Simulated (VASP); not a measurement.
Wanted: the native input for a VASP 6.6.1 run.

| Item | Value |
| --- | --- |
| Task | single point |
| Functional | PBE-based screened hybrid with 25 % exact exchange |
| Potentials or basis | VASP PAW PBE potentials, release 64 (P) |
| Cutoff | 520 eV |
| k mesh | 4 × 4 × 3 |
| Occupations | fermi-dirac, width 0.05 eV |
| Spin | no spin polarisation |
| Dipole correction | no |
| Grid for exact exchange (PRECFOCK) | Normal |
| Share of exact exchange | 0.25 |
| Further INCAR settings | ALGO = Normal; EDIFF = 1e-07; NBANDS = 18 |
| Screening parameter | 0.3 1/Å |

The system is P.

```
P
1.0
     1.64774   -5.46504    0.00000
     1.64774    5.46504    0.00000
     0.00000    0.00000    4.54364
P
4
Direct
  0.90414 0.09586 0.58882
  0.09586 0.90414 0.41118
  0.59586 0.40414 0.08882
  0.40414 0.59586 0.91118
```

The input as run:

POSCAR

```
P
1.0
    1.6477431241     -5.4650377251      0.0000000000
    1.6477431241      5.4650377251      0.0000000000
    0.0000000000      0.0000000000      4.5436355900
P
4
Direct
    0.9041431300      0.0958568700      0.5888151700
    0.0958568700      0.9041431300      0.4111848300
    0.5958568700      0.4041431300      0.0888151700
    0.4041431300      0.5958568700      0.9111848300
```

INCAR.step1

```
SYSTEM = P
PREC = Accurate ; ENCUT = 520
EDIFF = 1E-5 ; ISMEAR = -1
SIGMA = 0.05 ; LREAL = .FALSE.
LASPH = .TRUE. ; NELM = 100
ALGO = Normal ; ISIF = 2
LWAVE = .TRUE. ; LCHARG = .FALSE.
NBANDS = 18 ; GGA = PE
```

INCAR.step2

```
SYSTEM = P
PREC = Accurate ; ENCUT = 520
EDIFF = 1E-7 ; ISMEAR = -1
SIGMA = 0.05 ; LREAL = .FALSE.
LASPH = .TRUE. ; NELM = 100
ALGO = Normal ; ISIF = 2
LWAVE = .FALSE. ; LCHARG = .FALSE.
GGA = PE ; LHFCALC = .TRUE.
AEXX = 0.25 ; HFSCREEN = 0.3
PRECFOCK = Normal ; NBANDS = 18
ISTART = 1
```

KPOINTS

```
Automatic mesh
0
G
  4 4 3
  0 0 0
```

Potentials or basis: VASP PAW PBE potentials, release 64 (P).

Command:

```console
$ cat potpaw_PBE.64/P/POTCAR > POTCAR
$ cp INCAR.step1 INCAR
$ mpirun -np 1 vasp_std > vasp.out
$ cp INCAR.step2 INCAR
$ mpirun -np 1 vasp_std > vasp.out
```

It gave:

```yaml
Pressure: -0.3 GPa
Largest_force: 0.182 eV/Å
Band_gap_on_the_k_mesh: 0.55 eV
```

Caveat: the k points lie up to 0.50 Å⁻¹ apart; the PAW data sets were made with another functional, which shifts forces and pressure a little.

Wall time 41 min on 1 thread of AMD EPYC 7R43 64-Core Processor (Zen 3), with other jobs on the host, peak memory 0.31 GiB.
